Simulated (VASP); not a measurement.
# SnSe4 (P-43m) in VASP: a series of runs

Runs on SnSe4. Level: PBE. Tasks: relaxation of cell and atoms.

Everything below comes from runs of VASP 6.6.1. Logs are shortened: lines on timing, memory, paths and dates and some standing lists are left out, and cuts for length are marked.

### 1 The cell of the first run

It takes space group P-43m (No. 215, cubic). The conventional cell has a = 5.360 Å, b = 5.360 Å, c = 5.360 Å, α = 90.00°, β = 90.00°, γ = 90.00°. Sn (site symmetry -43m) has 4 Se at 2.32 Å within 3.1 Å. Within 3.1 Å of Se (site symmetry 3m) lie 1 Sn at 2.32 Å.

The cell was built from a structure type or drawn by symmetry, and may not be a known phase.

### 2 Relaxation of cell and atoms, PBE

INCAR

```
PREC     = Accurate       # precision mode
ENCUT    = 600            # plane-wave cutoff, eV
EDIFF    = 1E-7           # SCF threshold, eV
ISMEAR   = 0              # smearing method
SIGMA    = 0.1            # smearing width, eV
LREAL    = F              # projectors in reciprocal space
LASPH    = T              # aspherical terms in the spheres
NELM     = 100            # most SCF steps
ALGO     = Normal         # electronic algorithm
ISIF     = 3              # what is computed and relaxed
LWAVE    = F              # write WAVECAR
LCHARG   = F              # write CHGCAR
GGA      = PE             # functional
IBRION   = 2              # ionic algorithm
NSW      = 90             # ionic steps
EDIFFG   = -0.04          # ionic threshold
```

KPOINTS

```
Automatic mesh
0
Gamma
  4 4 4
```

POSCAR

```
SnSe4
1.0
    5.3603027000      0.0000000000      0.0000000000
    0.0000000000      5.3603027000      0.0000000000
    0.0000000000      0.0000000000      5.3603027000
Sn Se
1 4
Direct
    0.0000000000      0.0000000000      0.0000000000
    0.2500000000      0.2500000000      0.2500000000
    0.7500000000      0.7500000000      0.2500000000
    0.2500000000      0.7500000000      0.7500000000
    0.7500000000      0.2500000000      0.7500000000
```

Potentials or basis: VASP PAW PBE potentials, release 64 (Sn_d, Se).

On the command line:

```console
$ cat potpaw_PBE.64/Sn_d/POTCAR potpaw_PBE.64/Se/POTCAR > POTCAR
$ mpirun -np 1 vasp_std > vasp.out
```

OUTCAR:

```text
PREC = Accurate
   ENCUT = 600
   EDIFF = 1E-7
   ISMEAR = 0
   LREAL = F
   LASPH = T
   NELM = 100
   ISIF = 3
   GGA = PE
   IBRION = 2
   NSW = 90
   EDIFFG = -0.04

 ion  position               nearest neighbor table
   1  0.000  0.000  0.000-   2 2.32   3 2.32   4 2.32   5 2.32
   2  0.250  0.250  0.250-   1 2.32
   3  0.750  0.750  0.250-   1 2.32
   4  0.250  0.750  0.750-   1 2.32
   5  0.750  0.250  0.750-   1 2.32

  LATTYP: Found a simple cubic cell.
 ALAT       =     5.3603027000

  Lattice vectors:

 A1 = (   5.3603027000,   0.0000000000,   0.0000000000)
 A2 = (   0.0000000000,   5.3603027000,   0.0000000000)
 A3 = (   0.0000000000,   0.0000000000,   5.3603027000)

Analysis of symmetry for initial positions (statically):
=====================================================================
 Subroutine PRICEL returns:
 Original cell was already a primitive cell.

 Routine SETGRP: Setting up the symmetry group for a
 simple cubic supercell.

 Subroutine GETGRP returns: Found 24 space group operations
 (whereof 24 operations were pure point group operations)
 out of a pool of 48 trial point group operations.

The static configuration has the point symmetry T_d .

Analysis of symmetry for dynamics (positions and initial velocities):
=====================================================================
 Subroutine PRICEL returns:
 Original cell was already a primitive cell.

 Routine SETGRP: Setting up the symmetry group for a
 simple cubic supercell.

 Subroutine GETGRP returns: Found 24 space group operations
 (whereof 24 operations were pure point group operations)
 out of a pool of 48 trial point group operations.

The dynamic configuration has the point symmetry T_d .

 Subroutine INISYM returns: Found 24 space group operations
 (whereof 24 operations are pure point group operations),
 and found     1 'primitive' translations

----------------------------------------------------------------------------------------

                                     Primitive cell

  volume of cell :     154.0167

  direct lattice vectors                    reciprocal lattice vectors
     5.360302700  0.000000000  0.000000000     0.186556629  0.000000000  0.000000000
     0.000000000  5.360302700  0.000000000     0.000000000  0.186556629  0.000000000
     0.000000000  0.000000000  5.360302700     0.000000000  0.000000000  0.186556629

  length of vectors
     5.360302700  5.360302700  5.360302700     0.186556629  0.186556629  0.186556629

  position of ions in fractional coordinates (direct lattice)
     0.000000000  0.000000000  0.000000000
     0.250000000  0.250000000  0.250000000
     0.750000000  0.750000000  0.250000000
     0.250000000  0.750000000  0.750000000
     0.750000000  0.250000000  0.750000000

  ion indices of the primitive-cell ions
   primitive index   ion index
                 1           1
                 2           2
                 3           3
                 4           4
                 5           5

----------------------------------------------------------------------------------------

 KPOINTS: Automatic mesh

Automatic generation of k-mesh.
 Grid dimensions read from file:
 generate k-points for:    4    4    4

 Generating k-lattice:

  Cartesian coordinates                     Fractional coordinates (reciprocal lattice)
     0.046639157  0.000000000  0.000000000     0.250000000  0.000000000  0.000000000
     0.000000000  0.046639157  0.000000000     0.000000000  0.250000000  0.000000000
     0.000000000  0.000000000  0.046639157     0.000000000  0.000000000  0.250000000

  Length of vectors
     0.046639157  0.046639157  0.046639157

  Shift w.r.t. Gamma in fractional coordinates (k-lattice)
     0.000000000  0.000000000  0.000000000

 Subroutine IBZKPT returns following result:
 ===========================================

 Found     10 irreducible k-points:

 Following reciprocal coordinates:
            Coordinates               Weight
  0.000000  0.000000  0.000000      1.000000
  0.250000  0.000000  0.000000      6.000000
  0.500000  0.000000  0.000000      3.000000
  0.250000  0.250000  0.000000     12.000000
  0.500000  0.250000  0.000000     12.000000
  0.500000  0.500000  0.000000      3.000000
  0.250000  0.250000  0.250000      8.000000
  0.500000  0.250000  0.250000     12.000000
  0.500000  0.500000  0.250000      6.000000
  0.500000  0.500000  0.500000      1.000000
   k-points           NKPTS =     10   k-points in BZ     NKDIM =     10   number of bands    NBANDS=     23
   number of dos      NEDOS =    301   number of ions     NIONS =      5
   total plane-waves  NPLWV = 110592
   dimension x,y,z NGX =    48 NGY =   48 NGZ =   48
   dimension x,y,z NGXF=    96 NGYF=   96 NGZF=   96
   ions per type =               1   4
   NGX,Y,Z   is equivalent  to a cutoff of  14.89, 14.89, 14.89 a.u.
   NGXF,Y,Z  is equivalent  to a cutoff of  29.77, 29.77, 29.77 a.u.
 SYSTEM =  unknown system
   PREC   = accura    normal or accurate (medium, high low for compatibility)
   ISTART =      0    job   : 0-new  1-cont  2-samecut
   ICHARG =      2    charge: 1-file 2-atom 10-const
   ISPIN  =      1    spin polarized calculation?
   LNONCOLLINEAR =      F non collinear calculations
   LSORBIT =      F    spin-orbit coupling
   LASPH  =      T    aspherical Exc in radial PAW
   ENCUT  =  600.0 eV  44.10 Ry    6.64 a.u.  10.71 10.71 10.71*2*pi/ulx,y,z
   NELM   =    100;   NELMIN=  2; NELMDL= -5     # of ELM steps
   EDIFF  = 0.1E-06   stopping-criterion for ELM
   LREAL  =      F    real-space projection
   EDIFFG = -.4E-01   stopping-criterion for IOM
   NSW    =     90    number of steps for IOM
   IBRION =      2    ionic relax: 0-MD 1-quasi-New 2-CG
   NFREE  =      1    steps in history (QN), initial steepest desc. (CG)
   ISIF   =      3    stress and relaxation
   ISYM   =      2    0-nonsym 1-usesym 2-fastsym
   POTIM  = 0.5000    time-step for ionic-motion
   TEBEG  =    0.0;   TEEND  =   0.0 temperature during run
   PSTRESS=    0.0 pullay stress
   NELECT =      38.0000    total number of electrons
   NUPDOWN=      -1.0000    fix difference up-down
   EMIN   =  10.00;   EMAX   =-10.00  energy-range for DOS
   EFERMI =   0.00;   METHOD = LEGACY
   ISMEAR =     0;   SIGMA  =   0.10  broadening in eV -4-tet -1-fermi 0-gaus
   EFERMI_NEDOS =   21; number of points for ismear=-14 and -15
   IALGO  =     38    algorithm
   IMIX   =      4    mixing-type and parameters
     AMIX     =   0.40;   BMIX     =  1.00
     AMIX_MAG =   1.60;   BMIX_MAG =  1.00
  volume/ion in A,a.u.               =      30.80       207.87
  Fermi-wavevector in a.u.,A,eV,Ry     =   1.026786  1.940345 14.344487  1.054290
  Thomas-Fermi vector in A             =   2.160697
   LORBIT       =      0    0 simple, 1 ext, 2 COOP (PROOUT), +10 PAW based schemes
   GGA     = PE    functional components
   LHFCALC =     F    Hartree Fock is set to
   AEXX    =    0.0000 exact exchange contribution
   IVDW    =     0    specifies the selected vdW correction
   LEPSILON=     F    determine dielectric tensor
   LRPA    =     F    only Hartree local field effects (RPA)
 conjugate gradient relaxation of ions
 non-spin polarized calculation
 Gauss-broadening in eV      SIGMA  =   0.10
  energy-cutoff  :      600.00
  volume of cell :      154.02
 maximum number of plane-waves:      5216
 NGX is ok and might be reduce to    48
   NGX = 21   NGY = 21   NGZ = 21

--------------------------------------- Ionic step        1  -------------------------------------------

 number of electron      37.9999993 magnetization

 Free energy of the ion-electron system (eV)
  ---------------------------------------------------
  ext. energy  EPLUGINS =         0.00000000
  ---------------------------------------------------
  free energy    TOTEN  =       -14.11915528 eV

  energy without entropy =      -14.05714298  energy(sigma->0) =      -14.08814913

------------------------ aborting loop because EDIFF is reached ----------------------------------------

  FORCE on cell =-STRESS in cart. coord.  units (eV):
  Direction    XX          YY          ZZ          XY          YZ          ZX
  --------------------------------------------------------------------------------------
  -------------------------------------------------------------------------------------
  Total        8.1070046      8.1070046      8.1070046      0.0000000      0.0000000      0.0000000
  in kB       84.3340696     84.3340696     84.3340696      0.0000000      0.0000000      0.0000000
  external PRESSURE =      84.3340696 kB  Pullay stress =       0.0000000 kB
[... 98 lines left out ...]
  FREE ENERGIE OF THE ION-ELECTRON SYSTEM (eV)
  ---------------------------------------------------
  free  energy   TOTEN  =       -15.1889479764 eV

  energy  without entropy=      -15.1174732921  energy(sigma->0) =      -15.15321063

 E-fermi :   4.8832     XC(G=0): -10.0145

 val. band max:        4.8657755883   @ k =   0.5000   0.5000   0.5000
 cond. band min:       4.8983879969   @ k =   0.5000   0.2500   0.2500
 fundamental gap:      0.0326124086
 Fermi energy:         4.8831793429

 k-point     1 :       0.0000    0.0000    0.0000
  band No.  band energies     occupation
      1     -16.5822      2.00000
      2     -16.5822      2.00000
      3     -16.5822      2.00000
      4     -16.4799      2.00000
      5     -16.4799      2.00000
      6     -10.1640      2.00000
[... 249 lines left out ...]
     22       5.8359      0.00000
     23       9.6685      0.00000

[... ionic steps 4 to 16 ...]

--------------------------------------- Ionic step       17  -------------------------------------------

 number of electron      38.0000000 magnetization

------------------------ aborting loop because EDIFF is reached ----------------------------------------

  FORCE on cell =-STRESS in cart. coord.  units (eV):
  Direction    XX          YY          ZZ          XY          YZ          ZX
  --------------------------------------------------------------------------------------
  -------------------------------------------------------------------------------------
  Total        0.0630319      0.0630319      0.0630319      0.0000000     -0.0000000      0.0000000
  in kB        0.7494675      0.7494675      0.7494675      0.0000000     -0.0000000      0.0000000
  external PRESSURE =       0.7494675 kB  Pullay stress =       0.0000000 kB
[... 63 lines left out ...]
  energy  without entropy=      -15.9574997471  energy(sigma->0) =      -15.97198137

--------------------------------------- Ionic step       19  -------------------------------------------

 number of electron      38.0000005 magnetization

 Free energy of the ion-electron system (eV)
  ---------------------------------------------------
  ext. energy  EPLUGINS =         0.00000000
  ---------------------------------------------------
  free energy    TOTEN  =       -15.99100009 eV

  energy without entropy =      -15.96393925  energy(sigma->0) =      -15.97746967

 E-fermi :   3.3745     XC(G=0):  -9.3437

 val. band max:        3.3598553422   @ k =   0.5000   0.2500   0.2500
 cond. band min:       3.4109350008   @ k =   0.5000   0.0000   0.0000
 fundamental gap:      0.0510796586
 Fermi energy:         3.3745257873

 k-point     1 :       0.0000    0.0000    0.0000
  band No.  band energies     occupation
      1     -17.8582      2.00000
      2     -17.8582      2.00000
      3     -17.8582      2.00000
      4     -17.8050      2.00000
      5     -17.8050      2.00000
      6     -10.7555      2.00000
[... 281 lines left out ...]
  FREE ENERGIE OF THE ION-ELECTRON SYSTEM (eV)
  ---------------------------------------------------
  free  energy   TOTEN  =       -15.9910000936 eV

  energy  without entropy=      -15.9639392462  energy(sigma->0) =      -15.97746967

 reached required accuracy - stopping structural energy minimisation
```

Run time: 16 min. Hardware: 1 thread of Intel Xeon 8259CL, shared host; peak memory 0.36 GiB.

What came out:

```yaml
Free_energy: -15.9910 eV
Relaxed_volume: 26.86 Å³/atom
Relaxed_cell: a = 5.121 Å, b = 5.121 Å, c = 5.121 Å, α = 90.00°, β = 90.00°, γ = 90.00°
Space_group_after_relaxing_to_0.1_Å: P-43m (No. 215)
Energy_gained_by_relaxing: 374.4 meV/atom
Ionic_steps: 19
Pressure_after_relaxing: 0.0 GPa
Band_gap_on_the_k_mesh: zero (bands 19 and 20 overlap by 0.53 eV)
```

Step by step:
| step | energy change (eV) | largest force (eV/Å) | pressure (GPa) | volume (Å³) |
| --- | --- | --- | --- | --- |
| 1 | 0.0000 | 3.6485 | 8.43 | 154.02 |
| 2 | -0.5476 | 0.6498 | -5.45 | 193.06 |
| 3 | -1.0698 | 0.4860 | -1.85 | 174.06 |
| 4 | -1.0708 | 0.5411 | -1.67 | 173.48 |
| 5 | -1.0708 | 0.5802 | -1.55 | 173.07 |
| 6 | -1.2011 | 0.6173 | -1.40 | 166.66 |
| 7 | -1.5444 | 0.7343 | -0.20 | 148.39 |
| 8 | -1.3332 | 0.5598 | 10.19 | 115.94 |
| 9 | -1.6399 | 0.8669 | 1.80 | 137.74 |
| 10 | -1.6531 | 0.8528 | 3.78 | 129.95 |
| 11 | -1.7055 | 0.6717 | 3.52 | 129.01 |
| 12 | -1.7749 | 0.2625 | 3.53 | 126.39 |
| 13 | -1.8241 | 0.2225 | 2.21 | 129.23 |
| 14 | -1.8547 | 0.1561 | -0.66 | 137.04 |
| 15 | -1.8597 | 0.1752 | 0.02 | 134.97 |
| 16 | -1.8597 | 0.1766 | 0.08 | 134.80 |
| 17 | -1.8619 | 0.1674 | 0.07 | 134.75 |
| 18 | -1.8673 | 0.1228 | 0.06 | 134.60 |
| 19 | -1.8718 | 0.0036 | 0.02 | 134.30 |

Final structure:
```
Sn Se
1.0
     5.12100    0.00000    0.00000
     0.00000    5.12100    0.00000
     0.00000    0.00000    5.12100
Sn Se
1 4
Cartesian
  0.0000 0.0000 0.0000
  1.5159 1.5159 1.5159
  3.6051 3.6051 1.5159
  1.5159 3.6051 3.6051
  3.6051 1.5159 3.6051
```

Caveat: semilocal functionals underestimate gaps, so a narrow gap can read as zero; spin-orbit coupling is left out, which moves the levels of the heavy elements.

### 3 Relaxation of cell and atoms, PBE

This run uses another cell than the first one, of 26.74 Å³/atom.

INCAR

```
PREC = Accurate ; ENCUT = 600
EDIFF = 1E-6 ; ISMEAR = 0
SIGMA = 0.1 ; LREAL = False
LASPH = True ; NELM = 80
ALGO = Normal ; ISIF = 3
LWAVE = False ; LCHARG = False
GGA = PE ; IBRION = 2
NSW = 100 ; EDIFFG = -0.01
```

KPOINTS

```
Automatic mesh
0
Gamma
  8 8 8
```

POSCAR

```
SnSe4
1.0
    5.1135395465      0.0000000000      0.0000000000
    0.0000000000      5.1135395465      0.0000000000
    0.0000000000      0.0000000000      5.1135395465
Sn Se
1 4
Direct
    0.0000000000      0.0000000000      0.0000000000
    0.2964715073      0.2964715073      0.2964715073
    0.7035284927      0.7035284927      0.2964715073
    0.2964715073      0.7035284927      0.7035284927
    0.7035284927      0.2964715073      0.7035284927
```

Potentials or basis: VASP PAW PBE potentials, release 64 (Sn_d, Se).

On the command line:

```console
$ cat potpaw_PBE.64/Sn_d/POTCAR potpaw_PBE.64/Se/POTCAR > POTCAR
$ mpirun -np 1 vasp_std > vasp.out
```

It took 5.8 min on 1 thread of Intel Xeon 8259CL, shared host; peak memory 0.35 GiB.

The run converged. Its results:

```yaml
Free_energy: -15.9855 eV
Relaxed_volume: 26.86 Å³/atom
Relaxed_cell: a = 5.121 Å, b = 5.121 Å, c = 5.121 Å, α = 90.00°, β = 90.00°, γ = 90.00°
Space_group_after_relaxing_to_0.1_Å: P-43m (No. 215)
Energy_gained_by_relaxing: 0.7 meV/atom
Ionic_steps: 4
Pressure_after_relaxing: -0.1 GPa
Largest_force_after_relaxing: 0.004 eV/Å
Band_gap_on_the_k_mesh: zero (bands 19 and 20 overlap by 0.75 eV)
```

Forces on the atoms (eV/Å):
```
Sn   0.000  0.000  0.000
Se  -0.003 -0.003 -0.003
Se   0.003  0.003 -0.003
Se  -0.003  0.003  0.003
Se   0.003 -0.003  0.003
```

The path:
| step | energy change (eV) | largest force (eV/Å) | pressure (GPa) | volume (Å³) |
| --- | --- | --- | --- | --- |
| 1 | 0.0000 | 0.1037 | 0.05 | 133.71 |
| 2 | -0.0018 | 0.0727 | 0.01 | 133.89 |
| 3 | -0.0035 | 0.0074 | -0.08 | 134.27 |
| 4 | -0.0035 | 0.0044 | -0.06 | 134.29 |

Final structure:
```xyz
5
Lattice="5.1209 0.0000 0.0000 0.0000 5.1209 0.0000 0.0000 0.0000 5.1209" Properties=species:S:1:pos:R:3 pbc="T T T"
Sn    5.1209    5.1209    0.0000
Se    1.5086    1.5086    1.5086
Se    3.6123    3.6123    1.5086
Se    1.5086    3.6123    3.6123
Se    3.6123    1.5086    3.6123
```

Levels at points of the mesh, in eV from the Fermi level:
```csv
k point,band 16,band 17,band 18,band 19,band 20,band 21,band 22,band 23
"(0.00, 0.00, 0.00)",-0.53,-0.38,-0.38,-0.38,0.46,0.46,0.46,3.37
"(0.50, 0.00, 0.00)",-1.84,-1.56,-0.33,-0.33,-0.01,-0.01,2.70,3.47
"(0.50, 0.50, 0.00)",-2.35,-2.09,-0.38,0.18,0.18,0.99,3.03,3.45
"(0.50, 0.50, 0.50)",-0.29,-0.25,-0.16,-0.16,0.77,0.77,0.77,4.30
```

Caveat: semilocal functionals underestimate gaps, so a narrow gap can read as zero; spin-orbit coupling is left out, which moves the levels of the heavy elements.
